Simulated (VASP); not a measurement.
# Au (Cmcm) in VASP: notebook

The runs below take Au through single point, with PBE.

Program: VASP 6.6.1. These are calculated values, not measurements. Logs are shortened: lines on timing, memory, paths and dates and some standing lists are left out, and cuts for length are marked.

## 1. The cell of the first run

Symmetry: Cmcm, No. 63, orthorhombic system. Conventional cell: a = 2.823 Å, b = 5.112 Å, c = 4.893 Å, α = 90.00°, β = 90.00°, γ = 90.00°. Au (site symmetry m2m) has 12 Au at 2.82 to 2.97 Å within 3.7 Å.

## 2. Single point, PBE

INCAR reads:

```
PREC     = Accurate       # precision mode
ENCUT    = 520            # plane-wave cutoff, eV
EDIFF    = 1E-6           # SCF threshold, eV
ISMEAR   = 0              # smearing method
SIGMA    = 0.1            # smearing width, eV
LREAL    = F              # projectors in reciprocal space
LASPH    = T              # aspherical terms in the spheres
NELM     = 60             # most SCF steps
ALGO     = Normal         # electronic algorithm
ISIF     = 2              # what is computed and relaxed
LWAVE    = F              # write WAVECAR
LCHARG   = F              # write CHGCAR
GGA      = PE             # functional
NBANDS   = 18             # bands
```

KPOINTS reads:

```
Automatic mesh
0
Gamma
  8 8 4
```

POSCAR reads:

```
Au
1.0
    1.4113099650     -2.5559330250      0.0000000000
    1.4113099650      2.5559330250      0.0000000000
    0.0000000000      0.0000000000      4.8931696100
Au
2
Direct
    0.6653279700      0.3346720300      0.2500000000
    0.3346720300      0.6653279700      0.7500000000
```

Potentials or basis: VASP PAW PBE potentials, release 64 (Au).

The run is started by

```
> cat potpaw_PBE.64/Au/POTCAR > POTCAR
> mpirun -np 1 vasp_std > vasp.out
```

OUTCAR:

```text
PREC = Accurate
   ENCUT = 520
   EDIFF = 1E-6
   ISMEAR = 0
   LREAL = F
   LASPH = T
   NELM = 60
   ISIF = 2
   GGA = PE

 ion  position               nearest neighbor table
   1  0.665  0.335  0.250-   2 2.95   2 2.95   2 2.95   2 2.95   2 2.97   2 2.97
   2  0.335  0.665  0.750-   1 2.95   1 2.95   1 2.95   1 2.95   1 2.97   1 2.97

  LATTYP: Found a base centered orthorhombic cell.
 ALAT       =     2.8226199300
 B/A-ratio  =     1.8110359088
 C/A-ratio  =     1.7335559627

  Lattice vectors:

 A1 = (   1.4113099650,  -2.5559330250,   0.0000000000)
 A2 = (   1.4113099650,   2.5559330250,   0.0000000000)
 A3 = (   0.0000000000,   0.0000000000,   4.8931696100)

Analysis of symmetry for initial positions (statically):
=====================================================================
 Subroutine PRICEL returns:
 Original cell was already a primitive cell.

 Routine SETGRP: Setting up the symmetry group for a
 base centered orthorhombic supercell.

 Subroutine GETGRP returns: Found  8 space group operations
 (whereof  4 operations were pure point group operations)
 out of a pool of  8 trial point group operations.

The static configuration has the point symmetry C_2h.
 The point group associated with its full space group is D_2h.

Analysis of symmetry for dynamics (positions and initial velocities):
=====================================================================
 Subroutine PRICEL returns:
 Original cell was already a primitive cell.

 Routine SETGRP: Setting up the symmetry group for a
 base centered orthorhombic supercell.

 Subroutine GETGRP returns: Found  8 space group operations
 (whereof  4 operations were pure point group operations)
 out of a pool of  8 trial point group operations.

The dynamic configuration has the point symmetry C_2h.
 The point group associated with its full space group is D_2h.

 Subroutine INISYM returns: Found  8 space group operations
 (whereof  4 operations are pure point group operations),
 and found     1 'primitive' translations

----------------------------------------------------------------------------------------

                                     Primitive cell

  volume of cell :      35.3014

  direct lattice vectors                    reciprocal lattice vectors
     1.411309965 -2.555933025  0.000000000     0.354280783 -0.195623279  0.000000000
     1.411309965  2.555933025  0.000000000     0.354280783  0.195623279  0.000000000
[... 83 lines left out ...]
   ENCUT  =  520.0 eV  38.22 Ry    6.18 a.u.   5.43  5.43  9.10*2*pi/ulx,y,z
   NELM   =     60;   NELMIN=  2; NELMDL= -5     # of ELM steps
   EDIFF  = 0.1E-05   stopping-criterion for ELM
   LREAL  =      F    real-space projection
   EDIFFG = 0.1E-04   stopping-criterion for IOM
   NSW    =      0    number of steps for IOM
   IBRION =     -1    ionic relax: 0-MD 1-quasi-New 2-CG
   NFREE  =      0    steps in history (QN), initial steepest desc. (CG)
   ISIF   =      2    stress and relaxation
   ISYM   =      2    0-nonsym 1-usesym 2-fastsym
   POTIM  = 0.5000    time-step for ionic-motion
   TEBEG  =    0.0;   TEEND  =   0.0 temperature during run
   PSTRESS=    0.0 pullay stress
   NELECT =      22.0000    total number of electrons
   NUPDOWN=      -1.0000    fix difference up-down
   EMIN   =  10.00;   EMAX   =-10.00  energy-range for DOS
   EFERMI =   0.00;   METHOD = LEGACY
   ISMEAR =     0;   SIGMA  =   0.10  broadening in eV -4-tet -1-fermi 0-gaus
   EFERMI_NEDOS =   21; number of points for ismear=-14 and -15
   IALGO  =     38    algorithm
   IMIX   =      4    mixing-type and parameters
     AMIX     =   0.40;   BMIX     =  1.00
     AMIX_MAG =   1.60;   BMIX_MAG =  1.00
  volume/ion in A,a.u.               =      17.65       119.11
  Fermi-wavevector in a.u.,A,eV,Ry     =   1.398358  2.642513 26.604898  1.955405
  Thomas-Fermi vector in A             =   2.521524
   LORBIT       =      0    0 simple, 1 ext, 2 COOP (PROOUT), +10 PAW based schemes
   GGA     = PE    functional components
   LHFCALC =     F    Hartree Fock is set to
   AEXX    =    0.0000 exact exchange contribution
   IVDW    =     0    specifies the selected vdW correction
   LEPSILON=     F    determine dielectric tensor
   LRPA    =     F    only Hartree local field effects (RPA)
 non-spin polarized calculation
 Gauss-broadening in eV      SIGMA  =   0.10
  energy-cutoff  :      520.00
  volume of cell :       35.30
 maximum number of plane-waves:       968
 NGX is ok and might be reduce to    24
   NGX = 11   NGY = 11   NGZ = 19

 number of electron      21.9999996 magnetization

 Free energy of the ion-electron system (eV)
  ---------------------------------------------------
  ext. energy  EPLUGINS =         0.00000000
  ---------------------------------------------------
  free energy    TOTEN  =        -6.39612818 eV

  energy without entropy =       -6.39137248  energy(sigma->0) =       -6.39375033

 E-fermi :   8.8669     XC(G=0): -12.5029

 val. band max:        8.8329273446   @ k =   0.2500  -0.0000   0.2500
 cond. band min:       9.0592637649   @ k =   0.5000  -0.0000   0.2500
 fundamental gap:      0.2263364203
 Fermi energy:         8.8668529866

 k-point     1 :       0.0000    0.0000    0.0000
  band No.  band energies     occupation
      1      -0.5928      2.00000
      2       1.7765      2.00000
      3       4.1430      2.00000
      4       4.1954      2.00000
      5       4.5370      2.00000
      6       4.7793      2.00000
[... 481 lines left out ...]
      5       4.2254      2.00000
      6       4.9269      2.00000
[... 10 lines left out ...]
     17      24.4101      0.00000
     18      25.4439      0.00000

 [... further k-points ...]

------------------------ aborting loop because EDIFF is reached ----------------------------------------

  FORCE on cell =-STRESS in cart. coord.  units (eV):
  Direction    XX          YY          ZZ          XY          YZ          ZX
  --------------------------------------------------------------------------------------
  -------------------------------------------------------------------------------------
  Total        0.5007346      1.1936473      0.5360562      0.0000000      0.0000000      0.0000000
  in kB       22.7261574     54.1744446     24.3292508      0.0000000      0.0000000      0.0000000
  external PRESSURE =      33.7432843 kB  Pullay stress =       0.0000000 kB

 VOLUME and BASIS-vectors are now :
 -----------------------------------------------------------------------------
  energy-cutoff  :      520.00
  volume of cell :       35.30
      direct lattice vectors                 reciprocal lattice vectors
     1.411309965 -2.555933025  0.000000000     0.354280783 -0.195623279  0.000000000
     1.411309965  2.555933025  0.000000000     0.354280783  0.195623279  0.000000000
     0.000000000  0.000000000  4.893169610     0.000000000  0.000000000  0.204366511

 POSITION                                       TOTAL-FORCE (eV/Angst)
 -----------------------------------------------------------------------------------
      1.41131     -0.84513      1.22329         0.000000     -0.000633      0.000000
      1.41131      0.84513      3.66988         0.000000      0.000633     -0.000000
 -----------------------------------------------------------------------------------
    total drift:                                0.000000      0.000000     -0.000000

  FREE ENERGIE OF THE ION-ELECTRON SYSTEM (eV)
  ---------------------------------------------------
  free  energy   TOTEN  =        -6.3961281786 eV

  energy  without entropy=       -6.3913724782  energy(sigma->0) =       -6.39375033
```

OSZICAR:

```text
N       E                     dE             d eps       ncg     rms          rms(c)
DAV:   1     0.123873032663E+03    0.12387E+03   -0.11725E+04  2268   0.119E+03
DAV:   2    -0.482441096049E+01   -0.12870E+03   -0.12304E+03  2446   0.261E+02
DAV:   3    -0.691613486906E+01   -0.20917E+01   -0.20798E+01  2682   0.335E+01
DAV:   4    -0.692493828083E+01   -0.88034E-02   -0.88024E-02  2548   0.228E+00
DAV:   5    -0.692501988997E+01   -0.81609E-04   -0.81608E-04  2518   0.232E-01    0.119E+01
DAV:   6    -0.643167704844E+01    0.49334E+00   -0.95122E-01  2338   0.890E+00    0.779E+00
DAV:   7    -0.639991805727E+01    0.31759E-01   -0.90103E-02  2500   0.272E+00    0.334E+00
DAV:   8    -0.639612908819E+01    0.37890E-02   -0.64246E-03  2380   0.638E-01    0.292E-01
DAV:   9    -0.639611545401E+01    0.13634E-04   -0.32901E-05  2552   0.495E-02    0.394E-02
DAV:  10    -0.639612859185E+01   -0.13138E-04   -0.79350E-06  2506   0.272E-02    0.763E-03
DAV:  11    -0.639612817857E+01    0.41328E-06   -0.17498E-07  1320   0.359E-03
   1 F= -.63961282E+01 E0= -.63937503E+01  d E =-.475570E-02
```

It took 24 s on 1 thread of Intel Xeon Platinum 8259CL at 2.50GHz (Skylake/Cascade Lake), shared host; peak memory 0.17 GiB.

Results:

* Free energy: -6.3961 eV
* Pressure: 3.4 GPa
* Band gap on the k mesh: zero (band 11 reaches 12.32 eV, above the bottom of band 12 at 6.37 eV)

Stress tensor (GPa, compression positive):
```
2.27 0.00 0.00
0.00 5.42 0.00
0.00 0.00 2.43
```

Caveat: spin-orbit coupling is left out, which moves the levels of the heavy elements.

## 3. Single point, PBE

INCAR reads:

```
SYSTEM = Au
ALGO = Normal
EDIFF = 1E-7
ENCUT = 520
GGA = PE
ISIF = 2
ISMEAR = 0
LASPH = .TRUE.
LCHARG = .FALSE.
LREAL = .FALSE.
LWAVE = .FALSE.
NBANDS = 18
NELM = 80
PREC = Accurate
SIGMA = 0.1
```

KPOINTS reads:

```
k-points
0
G
  8 8 6
  0 0 0
```

POSCAR is that of step 2.

Potentials or basis: VASP PAW PBE potentials, release 64 (Au).

The run is started by

```
> cat potpaw_PBE.64/Au/POTCAR > POTCAR
> mpirun -np 1 vasp_std > vasp.out
```

It took 35 s on 1 thread of Intel Xeon Platinum 8259CL at 2.50GHz (Skylake/Cascade Lake), shared host; peak memory 0.18 GiB.

Results (log left out):

| Quantity | Value |
| --- | --- |
| Free energy | -6.3716 eV |
| Pressure | 3.2 GPa |
| Largest force | 0.005 eV/Å |
| Band gap on the k mesh | zero (band 11 reaches 12.32 eV, above the bottom of band 12 at 6.36 eV) |

Forces in eV/Å, atoms in the order of the input:
```
Au   0.000  0.005  0.000
Au   0.000 -0.005  0.000
```

Stress tensor (GPa, compression positive):
```
2.51 0.00 0.00
0.00 5.79 0.00
0.00 0.00 1.17
```

Levels at points of the mesh, in eV from the Fermi level:
| k point | band 7 | band 8 | band 9 | band 10 | band 11 | band 12 | band 13 | band 14 | band 15 | band 16 |
| --- | --- | --- | --- | --- | --- | --- | --- | --- | --- | --- |
| (0.00, 0.00, 0.00) | -3.95 | -3.57 | -3.43 | -2.28 | -2.24 | -1.13 | 2.30 | 14.46 | 15.43 | 16.61 |
| (0.50, 0.00, 0.00) | -3.58 | -2.09 | -1.91 | -1.75 | 0.40 | 1.63 | 5.66 | 7.15 | 7.16 | 9.89 |
| (0.50, 0.50, 0.00) | -3.71 | -2.02 | -1.99 | -1.81 | 0.14 | 1.17 | 5.28 | 6.68 | 6.81 | 10.98 |
| (0.00, 0.00, 0.50) | -4.27 | -4.27 | -2.75 | -2.75 | -2.62 | -2.62 | 10.10 | 10.10 | 14.79 | 14.79 |
| (0.50, 0.00, 0.50) | -2.48 | -2.48 | -1.80 | -1.80 | 0.58 | 0.58 | 3.93 | 3.93 | 12.99 | 12.99 |
| (0.50, 0.50, 0.50) | -2.46 | -2.46 | -1.88 | -1.88 | 0.22 | 0.22 | 3.38 | 3.38 | 12.56 | 12.56 |

Caveat: spin-orbit coupling is left out, which moves the levels of the heavy elements.

## 4. Single point, PBE

INCAR reads:

```
PREC = Accurate
ENCUT = 520
EDIFF = 1E-7
ISMEAR = 0
SIGMA = 0.1
LREAL = F
LASPH = T
NELM = 60
ALGO = Normal
ISIF = 2
LWAVE = F
LCHARG = T
GGA = PE
LELF = T
LVHAR = T
NBANDS = 18
```

KPOINTS reads:

```
Automatic mesh
0
Gamma
  10 10 6
```

POSCAR is that of step 3.

The run is started by

```
> cat potpaw_PBE.64/Au/POTCAR > POTCAR
> mpirun -np 1 vasp_std > vasp.out
```

Wall time 51 s (1 thread of Intel Xeon Platinum 8259CL at 2.50GHz (Skylake/Cascade Lake), shared host); peak memory 0.2 GiB.

It converged, with:

```yaml
Free_energy: -6.4023 eV
Pressure: 3.0 GPa
Largest_force: 0.018 eV/Å
Band_gap_on_the_k_mesh: zero (band 11 reaches 12.44 eV, above the bottom of band 12 at 6.36 eV)
```

Forces in eV/Å, atoms in the order of the input:
```
Au   0.000  0.018  0.000
Au   0.000 -0.018  0.000
```

Stress tensor (GPa, compression positive):
```
3.21 0.00 0.00
0.00 4.54 0.00
0.00 0.00 1.33
```

Levels at points of the mesh, in eV from the Fermi level:
```
           k point  band 8  band 9  band 10  band 11  band 12  band 13  band 14  band 15
(0.00, 0.00, 0.00)   -3.55   -3.40    -2.26    -2.21    -1.11     2.32    14.48    15.45
(0.50, 0.00, 0.00)   -2.07   -1.89    -1.73     0.43     1.66     5.69     7.17     7.18
(0.50, 0.50, 0.00)   -1.99   -1.96    -1.79     0.16     1.19     5.30     6.70     6.83
(0.00, 0.00, 0.50)   -4.24   -2.73    -2.73    -2.59    -2.59    10.13    10.13    14.81
(0.50, 0.00, 0.50)   -2.45   -1.78    -1.78     0.61     0.61     3.95     3.95    13.01
(0.50, 0.50, 0.50)   -2.44   -1.86    -1.86     0.24     0.24     3.40     3.40    12.58
```

Caveat: spin-orbit coupling is left out, which moves the levels of the heavy elements.

## 5. Single point, PBE

INCAR reads:

```
PREC     = Accurate       # precision mode
ENCUT    = 520            # plane-wave cutoff, eV
EDIFF    = 1E-6           # SCF threshold, eV
ISMEAR   = 0              # smearing method
SIGMA    = 0.1            # smearing width, eV
LREAL    = False          # projectors in reciprocal space
LASPH    = True           # aspherical terms in the spheres
NELM     = 100            # most SCF steps
ALGO     = Normal         # electronic algorithm
ISIF     = 2              # what is computed and relaxed
LWAVE    = False          # write WAVECAR
LCHARG   = False          # write CHGCAR
GGA      = PE             # functional
NBANDS   = 18             # bands
```

KPOINTS reads:

```
Automatic mesh
0
Gamma
  12 12 6
```

POSCAR is that of step 4.

The run is started by

```
> cat potpaw_PBE.64/Au/POTCAR > POTCAR
> mpirun -np 1 vasp_std > vasp.out
```

Wall time 61 s (1 thread of Intel Xeon Platinum 8259CL at 2.50GHz (Skylake/Cascade Lake), shared host); peak memory 0.22 GiB.

It converged, with:

```
Free energy            : -6.4130 eV
Pressure               : 2.9 GPa
Largest force          : 0.014 eV/Å
Band gap on the k mesh : zero (band 11 reaches 12.91 eV, above the bottom of band 12 at 6.36 eV)
```

Forces on the atoms (eV/Å):
```
Au   0.000  0.014  0.000
Au   0.000 -0.014  0.000
```

Stress tensor (GPa, compression positive):
```
3.48 0.00 0.00
0.00 2.69 0.00
0.00 0.00 2.66
```

Levels at points of the mesh, in eV from the Fermi level:
| k point | band 8 | band 9 | band 10 | band 11 | band 12 | band 13 | band 14 | band 15 |
| --- | --- | --- | --- | --- | --- | --- | --- | --- |
| (0.00, 0.00, 0.00) | -3.45 | -3.29 | -2.16 | -2.09 | -0.99 | 2.43 | 14.59 | 15.56 |
| (0.50, 0.00, 0.00) | -1.96 | -1.79 | -1.63 | 0.54 | 1.77 | 5.79 | 7.28 | 7.29 |
| (0.50, 0.50, 0.00) | -1.87 | -1.87 | -1.69 | 0.26 | 1.29 | 5.40 | 6.80 | 6.95 |
| (0.00, 0.00, 0.50) | -4.14 | -2.62 | -2.62 | -2.48 | -2.48 | 10.24 | 10.24 | 14.91 |
| (0.50, 0.00, 0.50) | -2.34 | -1.68 | -1.68 | 0.71 | 0.71 | 4.06 | 4.06 | 13.11 |
| (0.50, 0.50, 0.50) | -2.33 | -1.76 | -1.76 | 0.34 | 0.34 | 3.50 | 3.50 | 12.69 |

Caveat: spin-orbit coupling is left out, which moves the levels of the heavy elements.

## 6. The runs side by side

```tsv
k mesh	gap on the mesh (eV)	pressure (GPa)	largest force (eV/Å)
8 × 8 × 4	none	3.4	-
8 × 8 × 6	none	3.2	-
10 × 10 × 6	none	3.0	0.02
12 × 12 × 6	none	2.9	0.01
```

Alike in all rows: task single point; level PBE; potentials or basis VASP PAW PBE potentials, release 64 (Au); no spin polarisation; cell as given; cutoff (eV) 520; smearing gaussian 0.1 eV.

Every run on the cell as given and a fine mesh finds a metal.

Caveats: spin-orbit coupling is left out, which moves the levels of the heavy elements.

Absolute energies hang on the potentials; compare differences alone.
